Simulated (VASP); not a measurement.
# BN (P6_3mc) in VASP: notebook

BN is run at these levels: LDA, PBEsol, PBE, r2SCAN; tasks: single point.

Program: VASP 6.6.1. These are calculated values, not measurements. Logs are shortened: lines on timing, memory, paths and dates and some standing lists are left out, and cuts for length are marked.

### Step 1. The cell of the first run

Symmetry: P6_3mc, No. 186, hexagonal system. The conventional cell has a = 2.523 Å, b = 2.523 Å, c = 4.174 Å, α = 90.00°, β = 90.00°, γ = 120.00°. B (site symmetry 3m) has 4 N at 1.55 to 1.56 Å within 2.1 Å. N (site symmetry 3m) has 4 B at 1.55 to 1.56 Å within 2.1 Å.

### Step 2. Single point, LDA

Contents of INCAR:

```
PREC = Accurate
ENCUT = 520
EDIFF = 1E-7
ISMEAR = -1
SIGMA = 0.02
LREAL = F
LASPH = T
NELM = 80
ALGO = Normal
ISIF = 2
LWAVE = F
LCHARG = F
NBANDS = 16
```

Contents of KPOINTS:

```
Automatic mesh
0
Gamma
  12 12 6
```

Contents of POSCAR:

```
BN
1.0
    2.5226864301      0.0000000000      0.0000000000
   -1.2613432150      2.1847105342      0.0000000000
    0.0000000000      0.0000000000      4.1743498424
B N
2 2
Direct
    0.6666666667      0.3333333333      0.0002972609
    0.3333333333      0.6666666667      0.5002972609
    0.6666666667      0.3333333333      0.3747027391
    0.3333333333      0.6666666667      0.8747027391
```

Potentials or basis: VASP PAW LDA potentials, release 64 (B, N).

Command:

```sh
> cat potpaw_LDA.64/B/POTCAR potpaw_LDA.64/N/POTCAR > POTCAR
> mpirun -np 1 vasp_std > vasp.out
```

OUTCAR:

```text
PREC = Accurate
   ENCUT = 520
   EDIFF = 1E-7
   ISMEAR = -1
   LREAL = F
   LASPH = T
   NELM = 80
   ISIF = 2

 ion  position               nearest neighbor table
   1  0.667  0.333  0.000-   4 1.55   4 1.55   4 1.55   3 1.56
   2  0.333  0.667  0.500-   3 1.55   3 1.55   3 1.55   4 1.56
   3  0.667  0.333  0.375-   2 1.55   2 1.55   2 1.55   1 1.56
   4  0.333  0.667  0.875-   1 1.55   1 1.55   1 1.55   2 1.56

  LATTYP: Found a hexagonal cell.
 ALAT       =     2.5226864301
 C/A-ratio  =     1.6547240246

  Lattice vectors:

 A1 = (   2.5226864301,   0.0000000000,   0.0000000000)
 A2 = (  -1.2613432150,   2.1847105342,   0.0000000000)
 A3 = (   0.0000000000,   0.0000000000,   4.1743498424)

Analysis of symmetry for initial positions (statically):
=====================================================================
 Subroutine PRICEL returns:
 Original cell was already a primitive cell.

 Routine SETGRP: Setting up the symmetry group for a
 hexagonal supercell.

 Subroutine GETGRP returns: Found 12 space group operations
 (whereof  6 operations were pure point group operations)
 out of a pool of 24 trial point group operations.

The static configuration has the point symmetry C_3v.
 The point group associated with its full space group is C_6v.

Analysis of symmetry for dynamics (positions and initial velocities):
=====================================================================
 Subroutine PRICEL returns:
 Original cell was already a primitive cell.

 Routine SETGRP: Setting up the symmetry group for a
 hexagonal supercell.

 Subroutine GETGRP returns: Found 12 space group operations
 (whereof  6 operations were pure point group operations)
 out of a pool of 24 trial point group operations.

The dynamic configuration has the point symmetry C_3v.
 The point group associated with its full space group is C_6v.

 Subroutine INISYM returns: Found 12 space group operations
 (whereof  6 operations are pure point group operations),
 and found     1 'primitive' translations

----------------------------------------------------------------------------------------

                                     Primitive cell

  volume of cell :      23.0063

  direct lattice vectors                    reciprocal lattice vectors
     2.522686430  0.000000000  0.000000000     0.396402814  0.228863271  0.000000000
    -1.261343215  2.184710534  0.000000000     0.000000000  0.457726543  0.000000000
     0.000000000  0.000000000  4.174349842     0.000000000  0.000000000  0.239558264

  length of vectors
     2.522686430  2.522686430  4.174349842     0.457726543  0.457726543  0.239558264

  position of ions in fractional coordinates (direct lattice)
     0.666666667  0.333333333  0.000297261
     0.333333333  0.666666667  0.500297261
     0.666666667  0.333333333  0.374702739
     0.333333333  0.666666667  0.874702739

  ion indices of the primitive-cell ions
   primitive index   ion index
                 1           1
                 2           2
                 3           3
                 4           4

----------------------------------------------------------------------------------------

 KPOINTS: Automatic mesh

Automatic generation of k-mesh.
 Grid dimensions read from file:
 generate k-points for:   12   12    6

 Generating k-lattice:

  Cartesian coordinates                     Fractional coordinates (reciprocal lattice)
     0.033033568  0.019071939  0.000000000     0.083333333 -0.000000000  0.000000000
     0.000000000  0.038143879  0.000000000     0.000000000  0.083333333  0.000000000
     0.000000000  0.000000000  0.039926377     0.000000000  0.000000000  0.166666667

  Length of vectors
     0.038143879  0.038143879  0.039926377

  Shift w.r.t. Gamma in fractional coordinates (k-lattice)
     0.000000000  0.000000000  0.000000000

 Subroutine IBZKPT returns following result:
 ===========================================

 Found     76 irreducible k-points:

 Following reciprocal coordinates:
            Coordinates               Weight
  0.000000  0.000000  0.000000      1.000000
  0.083333 -0.000000  0.000000      6.000000
  0.166667 -0.000000  0.000000      6.000000
  0.250000 -0.000000  0.000000      6.000000
  0.333333 -0.000000  0.000000      6.000000
  0.416667  0.000000  0.000000      6.000000
[... 16 lines left out ...]
  0.250000 -0.000000  0.166667     12.000000
  0.333333 -0.000000  0.166667     12.000000
 [... further k-points ...]
   k-points           NKPTS =     76   k-points in BZ     NKDIM =     76   number of bands    NBANDS=     16
   number of dos      NEDOS =    301   number of ions     NIONS =      4
   total plane-waves  NPLWV =  12800
   dimension x,y,z NGX =    20 NGY =   20 NGZ =   32
   dimension x,y,z NGXF=    40 NGYF=   40 NGZF=   64
   ions per type =               2   2
   NGX,Y,Z   is equivalent  to a cutoff of  13.18, 13.18, 12.74 a.u.
   NGXF,Y,Z  is equivalent  to a cutoff of  26.36, 26.36, 25.49 a.u.
 SYSTEM =  unknown system
   PREC   = accura    normal or accurate (medium, high low for compatibility)
   ISTART =      0    job   : 0-new  1-cont  2-samecut
   ICHARG =      2    charge: 1-file 2-atom 10-const
   ISPIN  =      1    spin polarized calculation?
   LNONCOLLINEAR =      F non collinear calculations
   LSORBIT =      F    spin-orbit coupling
   LASPH  =      T    aspherical Exc in radial PAW
   ENCUT  =  520.0 eV  38.22 Ry    6.18 a.u.   4.69  4.69  7.76*2*pi/ulx,y,z
   NELM   =     80;   NELMIN=  2; NELMDL= -5     # of ELM steps
   EDIFF  = 0.1E-06   stopping-criterion for ELM
   LREAL  =      F    real-space projection
   EDIFFG = 0.1E-05   stopping-criterion for IOM
   NSW    =      0    number of steps for IOM
   IBRION =     -1    ionic relax: 0-MD 1-quasi-New 2-CG
   NFREE  =      0    steps in history (QN), initial steepest desc. (CG)
   ISIF   =      2    stress and relaxation
   ISYM   =      2    0-nonsym 1-usesym 2-fastsym
   POTIM  = 0.5000    time-step for ionic-motion
   TEBEG  =    0.0;   TEEND  =   0.0 temperature during run
   PSTRESS=    0.0 pullay stress
   NELECT =      16.0000    total number of electrons
   NUPDOWN=      -1.0000    fix difference up-down
   EMIN   =  10.00;   EMAX   =-10.00  energy-range for DOS
   EFERMI =   0.00;   METHOD = LEGACY
   ISMEAR =    -1;   SIGMA  =   0.02  broadening in eV -4-tet -1-fermi 0-gaus
   EFERMI_NEDOS =   21; number of points for ismear=-14 and -15
   IALGO  =     38    algorithm
   IMIX   =      4    mixing-type and parameters
     AMIX     =   0.40;   BMIX     =  1.00
     AMIX_MAG =   1.60;   BMIX_MAG =  1.00
  volume/ion in A,a.u.               =       5.75        38.81
  Fermi-wavevector in a.u.,A,eV,Ry     =   1.450439  2.740932 28.623576  2.103773
  Thomas-Fermi vector in A             =   2.568051
   LORBIT       =      0    0 simple, 1 ext, 2 COOP (PROOUT), +10 PAW based schemes
   GGA     = CA    functional components
   LHFCALC =     F    Hartree Fock is set to
   AEXX    =    0.0000 exact exchange contribution
   IVDW    =     0    specifies the selected vdW correction
   LEPSILON=     F    determine dielectric tensor
   LRPA    =     F    only Hartree local field effects (RPA)
 non-spin polarized calculation
  energy-cutoff  :      520.00
  volume of cell :       23.01
 maximum number of plane-waves:       640
 NGX is ok and might be reduce to    20
   NGX =  9   NGY =  9   NGZ = 15

 number of electron      16.0000001 magnetization

 Free energy of the ion-electron system (eV)
  ---------------------------------------------------
  ext. energy  EPLUGINS =         0.00000000
  ---------------------------------------------------
  free energy    TOTEN  =       -38.75541737 eV

  energy without entropy =      -38.75541737  energy(sigma->0) =      -38.75541737

 E-fermi :   8.3122     XC(G=0): -13.2247

 val. band max:        7.8927124338   @ k =   0.0000   0.0000   0.0000
 cond. band min:      12.7961650659   @ k =   0.3333   0.3333   0.0000
 fundamental gap:      4.9034526321
 Fermi energy:         8.3122253484

 k-point     1 :       0.0000    0.0000    0.0000
  band No.  band energies     occupation
      1     -12.6677      2.00000
      2      -8.3281      2.00000
      3      -3.3156      2.00000
      4       5.7033      2.00000
      5       5.7033      2.00000
      6       7.5965      2.00000
[... 8 lines left out ...]
     15      19.8591      0.00000
     16      24.2045      0.00000

 k-point     2 :       0.0833   -0.0000    0.0000
  band No.  band energies     occupation
      1     -12.5127      2.00000
      2      -8.2075      2.00000
      3      -3.1631      2.00000
      4       5.0061      2.00000
      5       5.4094      2.00000
      6       7.3189      2.00000
[... 8 lines left out ...]
     15      20.3112      0.00000
     16      23.9642      0.00000

 k-point     3 :       0.1667   -0.0000    0.0000
  band No.  band energies     occupation
      1     -12.0521      2.00000
      2      -7.8621      2.00000
      3      -2.7114      2.00000
      4       3.3203      2.00000
      5       4.7218      2.00000
      6       5.9027      2.00000
[... 8 lines left out ...]
     15      21.4849      0.00000
     16      23.2564      0.00000

 k-point     4 :       0.2500   -0.0000    0.0000
  band No.  band energies     occupation
      1     -11.3017      2.00000
      2      -7.3538      2.00000
      3      -1.9821      2.00000
      4       1.3124      2.00000
      5       3.9550      2.00000
      6       4.1177      2.00000
[... 8 lines left out ...]
     15      22.9993      0.00000
     16      23.5098      0.00000
[... 324 lines left out ...]
 k-point    22 :       0.1667   -0.0000    0.1667
  band No.  band energies     occupation
      1     -11.8849      2.00000
      2      -8.4384      2.00000
      3      -1.8649      2.00000
      4       3.4667      2.00000
      5       4.8570      2.00000
      6       5.4602      2.00000
[... 8 lines left out ...]
     15      21.1608      0.00000
     16      23.3138      0.00000

 k-point    23 :       0.2500   -0.0000    0.1667
  band No.  band energies     occupation
      1     -11.1393      2.00000
      2      -7.8679      2.00000
      3      -1.2814      2.00000
      4       1.5282      2.00000
      5       3.6734      2.00000
      6       4.0977      2.00000
[... 8 lines left out ...]
     15      22.6549      0.00000
     16      23.6113      0.00000

 k-point    24 :       0.3333   -0.0000    0.1667
  band No.  band energies     occupation
      1     -10.1469      2.00000
      2      -7.2478      2.00000
      3      -1.1262      2.00000
      4       0.3547      2.00000
      5       1.8505      2.00000
      6       3.4587      2.00000
[... 8 lines left out ...]
     15      24.0683      0.00000
     16      24.4438      0.00000

 [... further k-points ...]
[... 5 lines left out ...]
  --------------------------------------------------------------------------------------
  -------------------------------------------------------------------------------------
  Total        0.1774472      0.1774472      0.1723697      0.0000000      0.0000000      0.0000000
  in kB       12.3575893     12.3575893     12.0039851      0.0000000      0.0000000      0.0000000
  external PRESSURE =      12.2397212 kB  Pullay stress =       0.0000000 kB

 VOLUME and BASIS-vectors are now :
 -----------------------------------------------------------------------------
  energy-cutoff  :      520.00
  volume of cell :       23.01
      direct lattice vectors                 reciprocal lattice vectors
     2.522686430  0.000000000  0.000000000     0.396402814  0.228863271  0.000000000
    -1.261343215  2.184710534  0.000000000     0.000000000  0.457726543  0.000000000
     0.000000000  0.000000000  4.174349842     0.000000000  0.000000000  0.239558264

 POSITION                                       TOTAL-FORCE (eV/Angst)
 -----------------------------------------------------------------------------------
      1.26134      0.72824      0.00124         0.000000     -0.000000      0.003096
     -0.00000      1.45647      2.08842         0.000000      0.000000      0.003096
      1.26134      0.72824      1.56414         0.000000      0.000000     -0.003096
     -0.00000      1.45647      3.65132        -0.000000     -0.000000     -0.003096
 -----------------------------------------------------------------------------------
    total drift:                                0.000000      0.000000     -0.000161

  FREE ENERGIE OF THE ION-ELECTRON SYSTEM (eV)
  ---------------------------------------------------
  free  energy   TOTEN  =       -38.7554173693 eV

  energy  without entropy=      -38.7554173693  energy(sigma->0) =      -38.75541737
```

Run time: 15 s. Hardware: 1 thread of AMD EPYC 7R43 (Zen 3), shared host; peak memory 0.1 GiB.

Results:

```yaml
Free_energy: -38.7554 eV
Pressure: 1.2 GPa
Largest_force: 0.003 eV/Å
Band_gap_on_the_k_mesh: 4.90 eV, indirect (least direct gap 8.28 eV)
```

Forces on the atoms (eV/Å):
```
B    0.000  0.000  0.003
B    0.000  0.000  0.003
N    0.000  0.000 -0.003
N    0.000  0.000 -0.003
```

(Part 1 of 3 ends here.)
